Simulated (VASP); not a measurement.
# SrO (P6_3/mmc) in VASP: single point with r2SCAN

Aim: the single point of SrO with r2SCAN.

Program: VASP 6.6.1. These are calculated values, not measurements. Logs are shortened: lines on timing, memory, paths and dates and some standing lists are left out, and cuts for length are marked.

### 1 The cell of the first run

It takes space group P6_3/mmc (No. 194, hexagonal). The conventional cell has a = 4.441 Å, b = 4.441 Å, c = 5.350 Å, α = 90.00°, β = 90.00°, γ = 120.00°. Sr (site symmetry -6m2) has 5 O at 2.56 to 2.68 Å within 3.4 Å. O (site symmetry -6m2) has 5 Sr at 2.56 to 2.68 Å within 3.4 Å.

### 2 Single point, r2SCAN (strain +4.0%)

File POSCAR:

```
SrO
1.0
    4.4408321918      0.0000000000      0.0000000000
   -2.2204160959      3.8458734921      0.0000000000
    0.0000000000      0.0000000000      5.3502246901
Sr O
2 2
Direct
    0.3333333333      0.6666666667     -0.0625000000
    0.6666666667      0.3333333333      0.4375000000
    0.3333333333      0.6666666667      0.4375000000
    0.6666666667      0.3333333333      0.9375000000
```

File INCAR.step1:

```
PREC = Accurate
ENCUT = 520
ISMEAR = 0
SIGMA = 0.01
LREAL = False
LASPH = True
NELM = 80
NBANDS = 24
GGA = PE
ALGO = Normal
EDIFF = 1E-4
LWAVE = True
LCHARG = False
```

File INCAR.step2:

```
PREC = Accurate
ENCUT = 520
EDIFF = 1E-7
ISMEAR = 0
SIGMA = 0.01
LREAL = False
LASPH = True
NELM = 80
ALGO = Normal
ISIF = 2
LWAVE = False
LCHARG = False
METAGGA = R2SCAN
LMIXTAU = True
NBANDS = 24
ISTART = 1
```

File KPOINTS:

```
Automatic mesh
0
Gamma
  12 12 6
```

Potentials or basis: VASP PAW PBE potentials, release 64 (Sr_sv, O).

Started as:

```sh
> cat potpaw_PBE.64/Sr_sv/POTCAR potpaw_PBE.64/O/POTCAR > POTCAR
> cp INCAR.step1 INCAR
> mpirun -np 1 vasp_std > vasp.out
> cp INCAR.step2 INCAR
> mpirun -np 1 vasp_std > vasp.out
```

OUTCAR:

```text
PREC = Accurate
   ENCUT = 520
   EDIFF = 1E-7
   ISMEAR = 0
   LREAL = False
   LASPH = True
   NELM = 80
   ISIF = 2
   METAGGA = R2SCAN
   ISTART = 1

 ion  position               nearest neighbor table
   1  0.333  0.667  0.938-   4 2.56   4 2.56   4 2.56   3 2.68   3 2.68   2 3.71   2 3.71   2 3.71
                             2 3.71   2 3.71   2 3.71
   2  0.667  0.333  0.438-   3 2.56   3 2.56   3 2.56   4 2.68   4 2.68   1 3.71   1 3.71   1 3.71
                             1 3.71   1 3.71   1 3.71
   3  0.333  0.667  0.438-   2 2.56   2 2.56   2 2.56   1 2.68   1 2.68
   4  0.667  0.333  0.938-   1 2.56   1 2.56   1 2.56   2 2.68   2 2.68

  LATTYP: Found a hexagonal cell.
 ALAT       =     4.4408321918
 C/A-ratio  =     1.2047797483

  Lattice vectors:

 A1 = (   4.4408321918,   0.0000000000,   0.0000000000)
 A2 = (  -2.2204160959,   3.8458734921,   0.0000000000)
 A3 = (   0.0000000000,   0.0000000000,   5.3502246901)

Analysis of symmetry for initial positions (statically):
=====================================================================
 Subroutine PRICEL returns:
 Original cell was already a primitive cell.

 Routine SETGRP: Setting up the symmetry group for a
 hexagonal supercell.

 Subroutine GETGRP returns: Found 24 space group operations
 (whereof  6 operations were pure point group operations)
 out of a pool of 24 trial point group operations.

The static configuration has the point symmetry C_3v.
 The point group associated with its full space group is D_6h.

Analysis of symmetry for dynamics (positions and initial velocities):
=====================================================================
 Subroutine PRICEL returns:
 Original cell was already a primitive cell.

 Routine SETGRP: Setting up the symmetry group for a
 hexagonal supercell.

 Subroutine GETGRP returns: Found 24 space group operations
 (whereof  6 operations were pure point group operations)
 out of a pool of 24 trial point group operations.

The dynamic configuration has the point symmetry C_3v.
 The point group associated with its full space group is D_6h.

 Subroutine INISYM returns: Found 24 space group operations
 (whereof  6 operations are pure point group operations),
 and found     1 'primitive' translations

----------------------------------------------------------------------------------------

                                     Primitive cell

  volume of cell :      91.3758

  direct lattice vectors                    reciprocal lattice vectors
     4.440832192  0.000000000  0.000000000     0.225183019  0.130009477  0.000000000
    -2.220416096  3.845873492  0.000000000     0.000000000  0.260018953  0.000000000
     0.000000000  0.000000000  5.350224690     0.000000000  0.000000000  0.186908038

  length of vectors
     4.440832192  4.440832192  5.350224690     0.260018953  0.260018953  0.186908038

  position of ions in fractional coordinates (direct lattice)
     0.333333333  0.666666667  0.937500000
     0.666666667  0.333333333  0.437500000
     0.333333333  0.666666667  0.437500000
     0.666666667  0.333333333  0.937500000

  ion indices of the primitive-cell ions
   primitive index   ion index
                 1           1
                 2           2
                 3           3
                 4           4

----------------------------------------------------------------------------------------

 KPOINTS: Automatic mesh

Automatic generation of k-mesh.
 Grid dimensions read from file:
 generate k-points for:   12   12    6

 Generating k-lattice:

  Cartesian coordinates                     Fractional coordinates (reciprocal lattice)
     0.018765252  0.010834123  0.000000000     0.083333333  0.000000000  0.000000000
     0.000000000  0.021668246  0.000000000     0.000000000  0.083333333  0.000000000
     0.000000000  0.000000000  0.031151340     0.000000000  0.000000000  0.166666667

  Length of vectors
     0.021668246  0.021668246  0.031151340

  Shift w.r.t. Gamma in fractional coordinates (k-lattice)
     0.000000000  0.000000000  0.000000000

 Subroutine IBZKPT returns following result:
 ===========================================

 Found     76 irreducible k-points:

 Following reciprocal coordinates:
            Coordinates               Weight
  0.000000  0.000000  0.000000      1.000000
  0.083333  0.000000  0.000000      6.000000
  0.166667  0.000000  0.000000      6.000000
  0.250000  0.000000  0.000000      6.000000
  0.333333  0.000000  0.000000      6.000000
  0.416667  0.000000  0.000000      6.000000
[... 16 lines left out ...]
  0.250000  0.000000  0.166667     12.000000
  0.333333  0.000000  0.166667     12.000000
 [... further k-points ...]
   k-points           NKPTS =     76   k-points in BZ     NKDIM =     76   number of bands    NBANDS=     24
   number of dos      NEDOS =    301   number of ions     NIONS =      4
   total plane-waves  NPLWV =  51840
   dimension x,y,z NGX =    36 NGY =   36 NGZ =   40
   dimension x,y,z NGXF=    72 NGYF=   72 NGZF=   80
   ions per type =               2   2
   NGX,Y,Z   is equivalent  to a cutoff of  13.48, 13.48, 12.43 a.u.
   NGXF,Y,Z  is equivalent  to a cutoff of  26.95, 26.95, 24.86 a.u.
 SYSTEM =  unknown system
   PREC   = accura    normal or accurate (medium, high low for compatibility)
   ISTART =      1    job   : 0-new  1-cont  2-samecut
   ICHARG =      0    charge: 1-file 2-atom 10-const
   ISPIN  =      1    spin polarized calculation?
   LNONCOLLINEAR =      F non collinear calculations
   LSORBIT =      F    spin-orbit coupling
   LASPH  =      T    aspherical Exc in radial PAW
   ENCUT  =  520.0 eV  38.22 Ry    6.18 a.u.   8.26  8.26  9.95*2*pi/ulx,y,z
   NELM   =     80;   NELMIN=  2; NELMDL=  0     # of ELM steps
   EDIFF  = 0.1E-06   stopping-criterion for ELM
   LREAL  =      F    real-space projection
   EDIFFG = 0.1E-05   stopping-criterion for IOM
   NSW    =      0    number of steps for IOM
   IBRION =     -1    ionic relax: 0-MD 1-quasi-New 2-CG
   NFREE  =      0    steps in history (QN), initial steepest desc. (CG)
   ISIF   =      2    stress and relaxation
   ISYM   =      2    0-nonsym 1-usesym 2-fastsym
   POTIM  = 0.5000    time-step for ionic-motion
   TEBEG  =    0.0;   TEEND  =   0.0 temperature during run
   PSTRESS=    0.0 pullay stress
   NELECT =      32.0000    total number of electrons
   NUPDOWN=      -1.0000    fix difference up-down
   EMIN   =  10.00;   EMAX   =-10.00  energy-range for DOS
   EFERMI =   0.00;   METHOD = LEGACY
   ISMEAR =     0;   SIGMA  =   0.01  broadening in eV -4-tet -1-fermi 0-gaus
   EFERMI_NEDOS =   21; number of points for ismear=-14 and -15
   IALGO  =     38    algorithm
   IMIX   =      4    mixing-type and parameters
     AMIX     =   0.40;   BMIX     =  1.00
     AMIX_MAG =   1.60;   BMIX_MAG =  1.00
  volume/ion in A,a.u.               =      22.84       154.16
  Fermi-wavevector in a.u.,A,eV,Ry     =   1.153934  2.180619 18.117029  1.331564
  Thomas-Fermi vector in A             =   2.290574
   LORBIT       =      0    0 simple, 1 ext, 2 COOP (PROOUT), +10 PAW based schemes
   METAGGA = R2SCAN    functional components
   LHFCALC =     F    Hartree Fock is set to
   AEXX    =    0.0000 exact exchange contribution
   IVDW    =     0    specifies the selected vdW correction
   LEPSILON=     F    determine dielectric tensor
   LRPA    =     F    only Hartree local field effects (RPA)
 non-spin polarized calculation
 Gauss-broadening in eV      SIGMA  =   0.01
  energy-cutoff  :      520.00
  volume of cell :       91.38
 maximum number of plane-waves:      2486
 NGX is ok and might be reduce to    36
   NGX = 17   NGY = 17   NGZ = 19

 number of electron      31.9999996 magnetization

 Free energy of the ion-electron system (eV)
  ---------------------------------------------------
  ext. energy  EPLUGINS =         0.00000000
  ---------------------------------------------------
  free energy    TOTEN  =       -53.55098569 eV

  energy without entropy =      -53.55098569  energy(sigma->0) =      -53.55098569

 E-fermi :   0.1539     XC(G=0):  -8.9485

 val. band max:        0.0412137281   @ k =   0.0000   0.0000   0.0000
 cond. band min:       2.7012726326   @ k =   0.0000   0.0000   0.0000
 fundamental gap:      2.6600589044
 Fermi energy:         0.1538529799

 k-point     1 :       0.0000    0.0000    0.0000
  band No.  band energies     occupation
      1     -33.9208      2.00000
      2     -33.8200      2.00000
      3     -15.8063      2.00000
      4     -15.7776      2.00000
      5     -15.6381      2.00000
      6     -15.3802      2.00000
[... 16 lines left out ...]
     23       8.4849      0.00000
     24       8.7022      0.00000

 k-point     2 :       0.0833    0.0000    0.0000
  band No.  band energies     occupation
      1     -33.9186      2.00000
      2     -33.8208      2.00000
      3     -15.9264      2.00000
      4     -15.9168      2.00000
      5     -15.6285      2.00000
      6     -15.3868      2.00000
[... 16 lines left out ...]
     23       8.4726      0.00000
     24       8.4922      0.00000

 k-point     3 :       0.1667    0.0000    0.0000
  band No.  band energies     occupation
      1     -33.9124      2.00000
      2     -33.8234      2.00000
      3     -16.1606      2.00000
      4     -16.1251      2.00000
      5     -15.6006      2.00000
      6     -15.4040      2.00000
[... 16 lines left out ...]
     23       8.4347      0.00000
     24       8.6276      0.00000
[... 514 lines left out ...]
 k-point    23 :       0.2500    0.0000    0.1667
  band No.  band energies     occupation
      1     -33.8978      2.00000
      2     -33.8326      2.00000
      3     -16.4969      2.00000
      4     -16.4346      2.00000
      5     -15.4327      2.00000
      6     -15.4096      2.00000
[... 16 lines left out ...]
     23       8.5482      0.00000
     24       9.0766      0.00000

 k-point    24 :       0.3333    0.0000    0.1667
  band No.  band energies     occupation
      1     -33.8879      2.00000
      2     -33.8374      2.00000
      3     -16.6387      2.00000
      4     -16.5836      2.00000
      5     -15.4294      2.00000
      6     -15.3979      2.00000
[... 16 lines left out ...]
     23       8.7350      0.00000
     24       8.7515      0.00000

 [... further k-points ...]

------------------------ aborting loop because EDIFF is reached ----------------------------------------

  FORCE on cell =-STRESS in cart. coord.  units (eV):
  Direction    XX          YY          ZZ          XY          YZ          ZX
  --------------------------------------------------------------------------------------
  -------------------------------------------------------------------------------------
  Total       -3.6468401     -3.6468401     -4.0339860     -0.0000000      0.0000000     -0.0000000
  in kB      -63.9434301    -63.9434301    -70.7316184     -0.0000000      0.0000000     -0.0000000
  external PRESSURE =     -66.2061595 kB  Pullay stress =       0.0000000 kB

 VOLUME and BASIS-vectors are now :
 -----------------------------------------------------------------------------
  energy-cutoff  :      520.00
  volume of cell :       91.38
      direct lattice vectors                 reciprocal lattice vectors
     4.440832192  0.000000000  0.000000000     0.225183019  0.130009477  0.000000000
    -2.220416096  3.845873492  0.000000000     0.000000000  0.260018953  0.000000000
     0.000000000  0.000000000  5.350224690     0.000000000  0.000000000  0.186908038

 POSITION                                       TOTAL-FORCE (eV/Angst)
 -----------------------------------------------------------------------------------
     -0.00000      2.56392      5.01584         0.000000      0.000000      0.000000
      2.22042      1.28196      2.34072        -0.000000     -0.000000      0.000000
     -0.00000      2.56392      2.34072         0.000000     -0.000000     -0.000000
      2.22042      1.28196      5.01584        -0.000000      0.000000     -0.000000
 -----------------------------------------------------------------------------------
    total drift:                               -0.000000      0.000000      0.000000

  FREE ENERGIE OF THE ION-ELECTRON SYSTEM (eV)
  ---------------------------------------------------
  free  energy   TOTEN  =       -53.5509856915 eV

  energy  without entropy=      -53.5509856915  energy(sigma->0) =      -53.55098569
```

Wall time 12 min (1 thread of Oxide Virtual Turin-like, shared host); peak memory 0.3 GiB.

What came out:

- Free energy: -53.5510 eV
- Pressure: -6.6 GPa
- Band gap on the k mesh: 2.66 eV, direct

Stress tensor (GPa, compression positive):
```
-6.39  0.00  0.00
 0.00 -6.39  0.00
 0.00  0.00 -7.07
```

Levels at points of the mesh, in eV from the valence-band top:
| k point | band 13 | band 14 | band 15 | band 16 | band 17 | band 18 | band 19 | band 20 |
| --- | --- | --- | --- | --- | --- | --- | --- | --- |
| (0.00, 0.00, 0.00) | -0.79 | -0.79 | -0.48 | 0.00 | 2.66 | 6.43 | 6.43 | 7.04 |
| (0.50, 0.00, 0.00) | -0.42 | -0.42 | -0.33 | -0.24 | 4.41 | 5.08 | 5.44 | 7.01 |
| (0.00, 0.00, 0.50) | -0.92 | -0.92 | -0.92 | -0.92 | 4.32 | 4.32 | 7.90 | 7.90 |
| (0.50, 0.00, 0.50) | -0.76 | -0.76 | -0.43 | -0.43 | 5.01 | 5.01 | 7.50 | 7.50 |

Caveat: the cell differs from its parent crystal (strain +4.0%); the PAW data sets were made with another functional, which shifts forces and pressure a little.
